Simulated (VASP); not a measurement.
Co:

```xyz
2
Lattice="0.0000 1.8012 1.8012 1.8012 0.0000 1.8012 3.6023 3.6023 0.0000" Properties=species:S:1:pos:R:3 pbc="T T T"
Co    0.0000    0.0000    0.0000
Co    1.8012    1.8012    0.0000
```

This isn't the form of Co at room conditions, which is hcp.

Base run:

| Item | Value |
| --- | --- |
| Program | VASP 6.6.1 |
| Functional | PBE |
| Potentials or basis | VASP PAW PBE potentials, release 64 (Co) |
| Cutoff | 520 eV |
| k mesh | 12 × 12 × 6 |
| Occupations | fermi-dirac, width 0.1 eV |
| Spin | collinear spin, antiferromagnetic start |
| Starting moments | [3.0, -3.0] μB |

Its results: pressure -16.1 GPa; net moment 0.00 μB per cell; site moments Co +1.24, -1.24 μB.

The run is repeated on the same cell with these changes: spin from collinear spin, antiferromagnetic start to collinear spin, ferromagnetic start; moments at the start from [3.0, -3.0] to [3.0, 3.0]. What comes out?

Pressure -12.0 GPa; net moment 3.42 μB per cell; site moments Co +1.74 μB.

Caveats: the cell stands under tension.
